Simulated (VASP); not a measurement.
A run of VASP 6.6.1 is set up as follows.

INCAR

```
ALGO = Normal
EDIFF = 1E-6
ENCUT = 520
GGA = CA
ISIF = 2
ISMEAR = 0
LASPH = True
LCHARG = True
LELF = True
LREAL = False
LVHAR = True
LWAVE = False
NBANDS = 26
NELM = 100
PREC = Accurate
SIGMA = 0.03
```

The input KPOINTS:

```
k-points
0
Gamma
  12 12 6
```

POSCAR

```
SiGe
1.0
    3.8694935620      0.0000000000      0.0000000000
   -1.9347467810      3.3510797245      0.0000000000
    0.0000000000      0.0000000000      6.3947485195
Si Ge
2 2
Direct
    0.6666666667      0.3333333333      0.8745031008
    0.3333333333      0.6666666667      0.3745031008
    0.6666666667      0.3333333333      0.4770391519
    0.3333333333      0.6666666667     -0.0229608481
```

Potentials or basis: VASP PAW LDA potentials, release 64 (Si, Ge_d).

The run is started by

```sh
$ cat potpaw_LDA.64/Si/POTCAR potpaw_LDA.64/Ge_d/POTCAR > POTCAR
$ mpirun -np 1 vasp_std > vasp.out
```

(1) What does it give for the band gap on the k mesh?

(2) Predict the largest force.

(3) What does it give for the pressure?

Results:

(1) zero (band 18 reaches 6.05 eV, above the bottom of band 19 at 5.84 eV).

(2) 1.425 eV/Å.

(3) 0.9 GPa.

Caveat: forces of over 1 eV/Å act on the atoms, so gaps and moduli don't describe the material at rest.
